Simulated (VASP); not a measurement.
InAs, 2 atoms in the cell. The structure is cubic, space group F-43m (No. 216). Conventional cell: a = 6.310 Å, b = 6.310 Å, c = 6.310 Å, α = 90.00°, β = 90.00°, γ = 90.00°. In (site symmetry -43m) has 4 As at 2.73 Å within 3.6 Å. As (site symmetry -43m) has 4 In at 2.73 Å within 3.6 Å. 

```yaml
Program: VASP 6.6.1
Task: single point
Functional: PBE
Potentials_or_basis: VASP PAW PBE potentials, release 64 (In_d, As)
Cutoff: 520 eV
k_mesh: 6 × 6 × 6
Occupations: fermi-dirac, width 0.02 eV
Spin: no spin polarisation
Dipole_correction: no
Further_INCAR_settings: ALGO = Normal; EDIFF = 1e-07; NBANDS = 16
```

Potentials or basis: VASP PAW PBE potentials, release 64 (In_d, As).

Launch:

```sh
$ cat potpaw_PBE.64/In_d/POTCAR potpaw_PBE.64/As/POTCAR > POTCAR
$ mpirun -np 1 vasp_std > vasp.out
```

Hardware: 1 thread of Intel(R) Xeon(R) Platinum 8259CL CPU @ 2.50GHz (Skylake/Cascade Lake) (shared host).

Problem. Estimate the wall time of this run.

Solution. Run time: 28 s on 1 thread of Intel(R) Xeon(R) Platinum 8259CL CPU @ 2.50GHz (Skylake/Cascade Lake), with other jobs on the host, peak memory 0.21 GiB. Counts: scf iterations 15, k points 16.
